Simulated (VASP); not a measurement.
Write the native input for VASP 6.6.1 that does the following.

- Task: single point
- Functional: PBE
- Potentials or basis: VASP PAW PBE potentials, release 64 (B)
- Cutoff: 520 eV
- k mesh: 6 × 6 × 6
- Occupations: gaussian, width 0.1 eV
- Spin: no spin polarisation
- Dipole correction: no
- Further INCAR settings: ALGO = Normal; EDIFF = 1e-06; NBANDS = 14

The structure of B lies in POSCAR:

```
B
1.0
    4.0031729627      0.0000000000      0.0000000000
    0.0000000000      4.0031729627      0.0000000000
    0.0000000000      0.0000000000      1.8663110690
B
4
Direct
    0.3074788743      0.0000000000      0.7500000000
    0.6925211257      0.0000000000      0.2500000000
    0.0000000000      0.3074788743      0.0000000000
    0.0000000000      0.6925211257      0.5000000000
```

The cell was built from a structure type or drawn by symmetry, and may not be a known phase.

These files were run (other wordings do the same):

INCAR

```
SYSTEM = B
ALGO = Normal
EDIFF = 1E-6
ENCUT = 520
GGA = PE
ISIF = 2
ISMEAR = 0
LASPH = .True.
LCHARG = .True.
LELF = .True.
LREAL = .False.
LVHAR = .True.
LWAVE = .False.
NBANDS = 14
NELM = 80
PREC = Accurate
SIGMA = 0.1
```

KPOINTS

```
k-points
0
Gamma
  6 6 6
  0 0 0
```

Potentials or basis: VASP PAW PBE potentials, release 64 (B).

Command:

```sh
$ cat potpaw_PBE.64/B/POTCAR > POTCAR
$ mpirun -np 1 vasp_std > vasp.out
```

Results of the run:

```
Pressure               : -0.3 GPa
Largest force          : 0.008 eV/Å
Band gap on the k mesh : zero (bands 6 and 7 overlap by 0.13 eV)
```

Caveat: the k points lie up to 0.56 Å⁻¹ apart.

Run time: 26 s on 1 thread of Intel Xeon 8259CL, on a shared host, peak memory 0.13 GiB.
